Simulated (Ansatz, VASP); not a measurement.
**One calculation of C, two programs**

INCAR

```
SYSTEM = C
ALGO     = Normal         ! electronic algorithm
EDIFF    = 1E-6           ! SCF threshold, eV
ENCUT    = 520            ! plane-wave cutoff, eV
GGA      = PE             ! functional
ISIF     = 2              ! what is computed and relaxed
ISMEAR   = 0              ! smearing method
IVDW     = 12             ! dispersion correction
LASPH    = .TRUE.         ! aspherical terms in the spheres
LCHARG   = .FALSE.        ! write CHGCAR
LREAL    = .FALSE.        ! projectors in reciprocal space
LWAVE    = .FALSE.        ! write WAVECAR
NBANDS   = 16             ! bands
NELM     = 100            ! most SCF steps
PREC     = Accurate       ! precision mode
SIGMA    = 0.15           ! smearing width, eV
```

File KPOINTS:

```
k-points
0
G
  24 24 8
  0 0 0
```

POSCAR

```
C
1.0
    2.2677812922      0.0000000000      0.0000000000
   -1.1338906461      1.9639562093      0.0000000000
    0.0000000000      0.0000000000      6.4688953255
C
4
Direct
    0.0000000000      0.0000000000      0.0025000000
    0.0000000000      0.0000000000      0.5025000000
    0.3333333333      0.6666666667      0.0025000000
    0.6666666667      0.3333333333      0.5025000000
```

Input for Ansatz:

```yaml
crystal:
  lattice:
    - [2.2677812922, 0.0, 0.0]
    - [-1.1338906461, 1.9639562093, 0.0]
    - [0.0, 0.0, 6.4688953255]
  atoms:
    - { symbol: C, position: [0.0, 0.0, 0.0025] }
    - { symbol: C, position: [0.0, 0.0, 0.5025] }
    - { symbol: C, position: [0.3333333333, 0.6666666667, 0.0025] }
    - { symbol: C, position: [0.6666666667, 0.3333333333, 0.5025] }
basis:
  ecutwfc: 420
kpoints:
  mp_grid: { grid: [24, 24, 8] }
hamiltonian:
  xc: pbe
  dispersion: d3bj
scf:
  occupations: { method: gaussian, width: 0.15 }
output:
  forces: true
  stress: true
  eigenvalues: true
```

Change from the starting cell: strain -0.080 along x and y, -0.040 along z, atoms carried along.

Alike in both runs: task single point; functional PBE; dispersion D3(BJ); k mesh 24 × 24 × 8; occupations gaussian, width 0.15 eV; no spin polarisation.

|  | VASP | Ansatz |
| --- | --- | --- |
| version | VASP 6.6.1 | Ansatz 0.2.0 |
| potentials or method | VASP PAW PBE potentials, release 64 (C), cutoff 520 eV | scalar-relativistic, plane waves, PAW |
| valence electrons in the cell | 16 | 16 |

Ansatz gave:

| Property | Result |
| --- | --- |
| gap on the k mesh at the Fermi level (eV) | none |
| pressure (GPa) | 101.8 |
| traceless stress, the component that is largest in VASP (GPa) | -100.52 |

Q: What did VASP give for the same quantities?

A: gap on the k mesh at the Fermi level (eV): none; pressure (GPa): 102.2; traceless stress, the component that is largest in VASP (GPa): -101.06.

A gap of «none» marks a metal or a gap that the smearing closes. Both programs put the cell under a high pressure, so it lies far from rest at this level.

Noted on VASP's run: the cell as given lies far from equilibrium.
